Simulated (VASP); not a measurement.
# Pd (Fd-3m) in VASP: further runs

The runs below take Pd through single point, with PBEsol.

Everything below comes from runs of VASP 6.6.1. Logs are shortened: lines on timing, memory, paths and dates and some standing lists are left out, and cuts for length are marked.

## Step 1: The cell of the first run

It takes space group Fd-3m (No. 227, cubic). The conventional cell has a = 4.189 Å, b = 4.189 Å, c = 4.189 Å, α = 90.00°, β = 90.00°, γ = 90.00°. Pd (site symmetry -43m) has 4 Pd at 1.81 Å within 2.4 Å.

## Step 2: Single point, PBEsol (volume scaled by 0.4)

File INCAR:

```
PREC = Accurate ; ENCUT = 520
EDIFF = 1E-6 ; ISMEAR = -1
SIGMA = 0.05 ; LREAL = F
LASPH = T ; NELM = 60
ALGO = Normal ; ISIF = 2
LWAVE = F ; LCHARG = F
GGA = PS ; NBANDS = 17
```

File KPOINTS:

```
Automatic mesh
0
Gamma
  12 12 12
```

File POSCAR:

```
Pd
1.0
    0.0000000000      2.0945211676      2.0945211676
    2.0945211676      0.0000000000      2.0945211676
    2.0945211676      2.0945211676      0.0000000000
Pd
2
Direct
   -0.1250000000     -0.1250000000     -0.1250000000
    0.1250000000      0.1250000000      0.1250000000
```

Potentials or basis: VASP PAW PBE potentials, release 64 (Pd).

The run is started by

```console
$ cat potpaw_PBE.64/Pd/POTCAR > POTCAR
$ mpirun -np 1 vasp_std > vasp.out
```

OUTCAR:

```text
PREC = Accurate
   ENCUT = 520
   EDIFF = 1E-6
   ISMEAR = -1
   LREAL = F
   LASPH = T
   NELM = 60
   ISIF = 2
   GGA = PS

 ion  position               nearest neighbor table
   1  0.875  0.875  0.875-   2 1.81   2 1.81   2 1.81   2 1.81
   2  0.125  0.125  0.125-   1 1.81   1 1.81   1 1.81   1 1.81

  LATTYP: Found a face centered cubic cell.
 ALAT       =     4.1890423352

  Lattice vectors:

 A1 = (   0.0000000000,   2.0945211676,   2.0945211676)
 A2 = (   2.0945211676,   0.0000000000,   2.0945211676)
 A3 = (   2.0945211676,   2.0945211676,   0.0000000000)

Analysis of symmetry for initial positions (statically):
=====================================================================
 Subroutine PRICEL returns:
 Original cell was already a primitive cell.

 Routine SETGRP: Setting up the symmetry group for a
 face centered cubic supercell.

 Subroutine GETGRP returns: Found 48 space group operations
 (whereof 12 operations were pure point group operations)
 out of a pool of 48 trial point group operations.

The static configuration has the point symmetry D_3d.
 The point group associated with its full space group is O_h .

Analysis of symmetry for dynamics (positions and initial velocities):
=====================================================================
 Subroutine PRICEL returns:
 Original cell was already a primitive cell.

 Routine SETGRP: Setting up the symmetry group for a
 face centered cubic supercell.

 Subroutine GETGRP returns: Found 48 space group operations
 (whereof 12 operations were pure point group operations)
 out of a pool of 48 trial point group operations.

The dynamic configuration has the point symmetry D_3d.
 The point group associated with its full space group is O_h .

 Subroutine INISYM returns: Found 48 space group operations
 (whereof 12 operations are pure point group operations),
 and found     1 'primitive' translations

----------------------------------------------------------------------------------------

                                     Primitive cell

  volume of cell :      18.3774

  direct lattice vectors                    reciprocal lattice vectors
     0.000000000  2.094521168  2.094521168    -0.238718046  0.238718046  0.238718046
     2.094521168  0.000000000  2.094521168     0.238718046 -0.238718046  0.238718046
     2.094521168  2.094521168  0.000000000     0.238718046  0.238718046 -0.238718046

  length of vectors
     2.962100242  2.962100242  2.962100242     0.413471784  0.413471784  0.413471784

  position of ions in fractional coordinates (direct lattice)
     0.875000000  0.875000000  0.875000000
     0.125000000  0.125000000  0.125000000

  ion indices of the primitive-cell ions
   primitive index   ion index
                 1           1
                 2           2

----------------------------------------------------------------------------------------

 KPOINTS: Automatic mesh

Automatic generation of k-mesh.
 Grid dimensions read from file:
 generate k-points for:   12   12   12

 Generating k-lattice:

  Cartesian coordinates                     Fractional coordinates (reciprocal lattice)
    -0.019893170  0.019893170  0.019893170     0.083333333  0.000000000  0.000000000
     0.019893170 -0.019893170  0.019893170     0.000000000  0.083333333  0.000000000
     0.019893170  0.019893170 -0.019893170     0.000000000  0.000000000  0.083333333

  Length of vectors
     0.034455982  0.034455982  0.034455982

  Shift w.r.t. Gamma in fractional coordinates (k-lattice)
     0.000000000  0.000000000  0.000000000

 Subroutine IBZKPT returns following result:
 ===========================================

 Found     72 irreducible k-points:

 Following reciprocal coordinates:
            Coordinates               Weight
  0.000000  0.000000  0.000000      1.000000
  0.083333  0.000000  0.000000      8.000000
  0.166667  0.000000  0.000000      8.000000
  0.250000  0.000000  0.000000      8.000000
  0.333333  0.000000  0.000000      8.000000
  0.416667  0.000000  0.000000      8.000000
[... 16 lines left out ...]
  0.500000  0.166667  0.000000     24.000000
 -0.416667  0.166667  0.000000     24.000000
 [... further k-points ...]
   k-points           NKPTS =     72   k-points in BZ     NKDIM =     72   number of bands    NBANDS=     17
   number of dos      NEDOS =    301   number of ions     NIONS =      2
   total plane-waves  NPLWV =  13824
   dimension x,y,z NGX =    24 NGY =   24 NGZ =   24
   dimension x,y,z NGXF=    48 NGYF=   48 NGZF=   48
   ions per type =               2
   NGX,Y,Z   is equivalent  to a cutoff of  13.47, 13.47, 13.47 a.u.
   NGXF,Y,Z  is equivalent  to a cutoff of  26.94, 26.94, 26.94 a.u.
 SYSTEM =  unknown system
   PREC   = accura    normal or accurate (medium, high low for compatibility)
   ISTART =      0    job   : 0-new  1-cont  2-samecut
   ICHARG =      2    charge: 1-file 2-atom 10-const
   ISPIN  =      1    spin polarized calculation?
   LNONCOLLINEAR =      F non collinear calculations
   LSORBIT =      F    spin-orbit coupling
   LASPH  =      T    aspherical Exc in radial PAW
   ENCUT  =  520.0 eV  38.22 Ry    6.18 a.u.   5.51  5.51  5.51*2*pi/ulx,y,z
   NELM   =     60;   NELMIN=  2; NELMDL= -5     # of ELM steps
   EDIFF  = 0.1E-05   stopping-criterion for ELM
   LREAL  =      F    real-space projection
   EDIFFG = 0.1E-04   stopping-criterion for IOM
   NSW    =      0    number of steps for IOM
   IBRION =     -1    ionic relax: 0-MD 1-quasi-New 2-CG
   NFREE  =      0    steps in history (QN), initial steepest desc. (CG)
   ISIF   =      2    stress and relaxation
   ISYM   =      2    0-nonsym 1-usesym 2-fastsym
   POTIM  = 0.5000    time-step for ionic-motion
   TEBEG  =    0.0;   TEEND  =   0.0 temperature during run
   PSTRESS=    0.0 pullay stress
   NELECT =      20.0000    total number of electrons
   NUPDOWN=      -1.0000    fix difference up-down
   EMIN   =  10.00;   EMAX   =-10.00  energy-range for DOS
   EFERMI =   0.00;   METHOD = LEGACY
   ISMEAR =    -1;   SIGMA  =   0.05  broadening in eV -4-tet -1-fermi 0-gaus
   EFERMI_NEDOS =   21; number of points for ismear=-14 and -15
   IALGO  =     38    algorithm
   IMIX   =      4    mixing-type and parameters
     AMIX     =   0.40;   BMIX     =  1.00
     AMIX_MAG =   1.60;   BMIX_MAG =  1.00
  volume/ion in A,a.u.               =       9.19        62.01
  Fermi-wavevector in a.u.,A,eV,Ry     =   1.683928  3.182162 38.580845  2.835612
  Thomas-Fermi vector in A             =   2.767041
   LORBIT       =      0    0 simple, 1 ext, 2 COOP (PROOUT), +10 PAW based schemes
   GGA     = PS    functional components
   LHFCALC =     F    Hartree Fock is set to
   AEXX    =    0.0000 exact exchange contribution
   IVDW    =     0    specifies the selected vdW correction
   LEPSILON=     F    determine dielectric tensor
   LRPA    =     F    only Hartree local field effects (RPA)
 non-spin polarized calculation
  energy-cutoff  :      520.00
  volume of cell :       18.38
 maximum number of plane-waves:       531
 NGX is ok and might be reduce to    24
   NGX = 11   NGY = 11   NGZ = 11

 number of electron      20.0000004 magnetization

 Free energy of the ion-electron system (eV)
  ---------------------------------------------------
  ext. energy  EPLUGINS =         0.00000000
  ---------------------------------------------------
  free energy    TOTEN  =        14.25622663 eV

  energy without entropy =       14.26847163  energy(sigma->0) =       14.26234913

 E-fermi :  21.9711     XC(G=0): -16.1318

 val. band max:       21.9700044187   @ k =  -0.0833   0.0833   0.0000
 cond. band min:      22.0176002017   @ k =   0.2500   0.0000   0.0000
 fundamental gap:      0.0475957830
 Fermi energy:        21.9710924067

 k-point     1 :       0.0000    0.0000    0.0000
  band No.  band energies     occupation
      1       8.8287      2.00000
      2       8.8287      2.00000
      3       9.8159      2.00000
      4      11.4302      2.00000
      5      11.4302      2.00000
      6      11.4302      2.00000
[... 9 lines left out ...]
     16      41.8539      0.00000
     17      43.3559      0.00000

 k-point     2 :       0.0833    0.0000    0.0000
  band No.  band energies     occupation
      1       8.7261      2.00000
      2       8.7261      2.00000
      3      10.0423      2.00000
      4      11.4024      2.00000
      5      11.6246      2.00000
      6      11.6246      2.00000
[... 9 lines left out ...]
     16      41.7923      0.00000
     17      43.4894      0.00000

 k-point     3 :       0.1667    0.0000    0.0000
  band No.  band energies     occupation
      1       8.5655      2.00000
      2       8.5655      2.00000
      3      10.3335      2.00000
      4      11.7229      2.00000
      5      11.9501      2.00000
      6      11.9501      2.00000
[... 9 lines left out ...]
     16      40.9576      0.00000
     17      43.7438      0.00000

 k-point     4 :       0.2500    0.0000    0.0000
  band No.  band energies     occupation
      1       8.5425      2.00000
      2       8.5425      2.00000
      3      10.1144      2.00000
      4      11.9522      2.00000
      5      11.9522      2.00000
      6      12.9310      2.00000
[... 9 lines left out ...]
     16      42.6170      0.00000
     17      42.6171      0.00000
[... 343 lines left out ...]
      1       7.5977      2.00000
      2       9.1537      2.00000
      3      10.2004      2.00000
      4      10.4679      2.00000
      5      13.1438      2.00000
      6      14.3311      2.00000
[... 9 lines left out ...]
     16      39.8754      0.00000
     17      42.5451      0.00000

 k-point    23 :       0.5000    0.1667    0.0000
  band No.  band energies     occupation
      1       7.7401      2.00000
      2       9.0047      2.00000
      3       9.5407      2.00000
      4      11.0336      2.00000
      5      12.6766      2.00000
      6      14.1307      2.00000
[... 9 lines left out ...]
     16      41.1842      0.00000
     17      43.0756      0.00000

 k-point    24 :      -0.4167    0.1667    0.0000
  band No.  band energies     occupation
      1       7.8923      2.00000
      2       8.8595      2.00000
      3       9.2395      2.00000
      4      11.8124      2.00000
      5      12.0721      2.00000
      6      14.1949      2.00000
[... 9 lines left out ...]
     16      41.6534      0.00000
     17      42.3436      0.00000

 [... further k-points ...]

------------------------ aborting loop because EDIFF is reached ----------------------------------------

  FORCE on cell =-STRESS in cart. coord.  units (eV):
  Direction    XX          YY          ZZ          XY          YZ          ZX
  --------------------------------------------------------------------------------------
  -------------------------------------------------------------------------------------
  Total       66.6077359     66.6077359     66.6077359     -0.0000000      0.0000000      0.0000000
  in kB     5806.9889105   5806.9889105   5806.9889105     -0.0000000      0.0000000      0.0000000
  external PRESSURE =    5806.9889105 kB  Pullay stress =       0.0000000 kB

 VOLUME and BASIS-vectors are now :
 -----------------------------------------------------------------------------
  energy-cutoff  :      520.00
  volume of cell :       18.38
      direct lattice vectors                 reciprocal lattice vectors
     0.000000000  2.094521168  2.094521168    -0.238718046  0.238718046  0.238718046
     2.094521168  0.000000000  2.094521168     0.238718046 -0.238718046  0.238718046
     2.094521168  2.094521168  0.000000000     0.238718046  0.238718046 -0.238718046

 POSITION                                       TOTAL-FORCE (eV/Angst)
 -----------------------------------------------------------------------------------
      3.66541      3.66541      3.66541        -0.000000      0.000000      0.000000
      0.52363      0.52363      0.52363         0.000000     -0.000000     -0.000000
 -----------------------------------------------------------------------------------
    total drift:                                0.000000      0.000000      0.000000

  FREE ENERGIE OF THE ION-ELECTRON SYSTEM (eV)
  ---------------------------------------------------
  free  energy   TOTEN  =        14.2562266268 eV

  energy  without entropy=       14.2684716349  energy(sigma->0) =       14.26234913
```

Wall time 15 s (1 thread of Intel Xeon Platinum 8259CL at 2.50GHz (Skylake/Cascade Lake), shared host); peak memory 0.15 GiB.

Results:

| Item | Value |
| --- | --- |
| Free energy | 14.2562 eV |
| Pressure | 580.7 GPa |
| Band gap on the k mesh | zero (band 10 reaches 22.47 eV, above the bottom of band 11 at 20.85 eV) |

Caveat: the PAW data sets were made with another functional, which shifts forces and pressure a little.

## Step 3: Single point, PBEsol (volume scaled by 0.4)

File INCAR:

```
SYSTEM = Pd
ALGO = Normal ; EDIFF = 1E-6
ENCUT = 520 ; GGA = PS
ISIF = 2 ; ISMEAR = -1
LASPH = .True. ; LCHARG = .False.
LREAL = .False. ; LWAVE = .False.
NBANDS = 17 ; NELM = 100
PREC = Accurate ; SIGMA = 0.05
```

File KPOINTS:

```
k-points
0
Gamma
  12 12 12
  0 0 0
```

POSCAR is that of step 2.

Potentials or basis: VASP PAW PBE potentials, release 64 (Pd).

The run is started by

```console
$ cat potpaw_PBE.64/Pd/POTCAR > POTCAR
$ mpirun -np 1 vasp_std > vasp.out
```

OUTCAR:

```text
SYSTEM = Pd
   EDIFF = 1E-6
   ENCUT = 520
   GGA = PS
   ISIF = 2
   ISMEAR = -1
   LASPH = .True.
   LREAL = .False.
   NELM = 100
   PREC = Accurate

 ion  position               nearest neighbor table
   1  0.875  0.875  0.875-   2 1.81   2 1.81   2 1.81   2 1.81
   2  0.125  0.125  0.125-   1 1.81   1 1.81   1 1.81   1 1.81

  LATTYP: Found a face centered cubic cell.
 ALAT       =     4.1890423352

  Lattice vectors:

 A1 = (   0.0000000000,   2.0945211676,   2.0945211676)
[... 668 lines left out ...]
------------------------ aborting loop because EDIFF is reached ----------------------------------------

  FORCE on cell =-STRESS in cart. coord.  units (eV):
  Direction    XX          YY          ZZ          XY          YZ          ZX
  --------------------------------------------------------------------------------------
  -------------------------------------------------------------------------------------
  Total       66.6077359     66.6077359     66.6077359     -0.0000000      0.0000000      0.0000000
  in kB     5806.9889105   5806.9889105   5806.9889105     -0.0000000      0.0000000      0.0000000
  external PRESSURE =    5806.9889105 kB  Pullay stress =       0.0000000 kB

 VOLUME and BASIS-vectors are now :
 -----------------------------------------------------------------------------
  energy-cutoff  :      520.00
  volume of cell :       18.38
      direct lattice vectors                 reciprocal lattice vectors
     0.000000000  2.094521168  2.094521168    -0.238718046  0.238718046  0.238718046
     2.094521168  0.000000000  2.094521168     0.238718046 -0.238718046  0.238718046
     2.094521168  2.094521168  0.000000000     0.238718046  0.238718046 -0.238718046

 POSITION                                       TOTAL-FORCE (eV/Angst)
 -----------------------------------------------------------------------------------
      3.66541      3.66541      3.66541        -0.000000      0.000000      0.000000
      0.52363      0.52363      0.52363         0.000000     -0.000000     -0.000000
 -----------------------------------------------------------------------------------
    total drift:                                0.000000      0.000000      0.000000

  FREE ENERGIE OF THE ION-ELECTRON SYSTEM (eV)
  ---------------------------------------------------
  free  energy   TOTEN  =        14.2562266268 eV

  energy  without entropy=       14.2684716349  energy(sigma->0) =       14.26234913
```

OSZICAR:

```text
N       E                     dE             d eps       ncg     rms          rms(c)
DAV:   1     0.144449709028E+03    0.14445E+03   -0.10763E+04  2456   0.125E+03
DAV:   2     0.152564230441E+02   -0.12919E+03   -0.12446E+03  2664   0.297E+02
DAV:   3     0.126955008821E+02   -0.25609E+01   -0.25554E+01  3047   0.455E+01
DAV:   4     0.126808025561E+02   -0.14698E-01   -0.14696E-01  3244   0.321E+00
DAV:   5     0.126806278891E+02   -0.17467E-03   -0.17466E-03  3144   0.353E-01    0.743E+01
DAV:   6     0.136943818543E+02    0.10138E+01   -0.57867E-02  3357   0.201E+00    0.452E+01
DAV:   7     0.142571830954E+02    0.56280E+00   -0.12828E-01  3593   0.272E+00    0.271E-01
DAV:   8     0.142565332618E+02   -0.64983E-03   -0.35712E-03  2999   0.444E-01    0.182E-01
DAV:   9     0.142562207200E+02   -0.31254E-03   -0.17640E-04  3592   0.107E-01    0.525E-02
DAV:  10     0.142562275826E+02    0.68626E-05   -0.20409E-05  3802   0.378E-02    0.195E-02
DAV:  11     0.142562266268E+02   -0.95580E-06   -0.10205E-06  2571   0.855E-03
   1 F= 0.14256227E+02 E0= 0.14262349E+02  d E =-.122450E-01
```

Run time: 15 s. Hardware: 1 thread of Intel Xeon Platinum 8259CL at 2.50GHz (Skylake/Cascade Lake), shared host; peak memory 0.15 GiB.

Results:

```
Free energy            : 14.2562 eV
Pressure               : 580.7 GPa
Band gap on the k mesh : zero (band 10 reaches 22.47 eV, above the bottom of band 11 at 20.85 eV)
```

Caveat: the PAW data sets were made with another functional, which shifts forces and pressure a little.

[end of part 1 of 2]
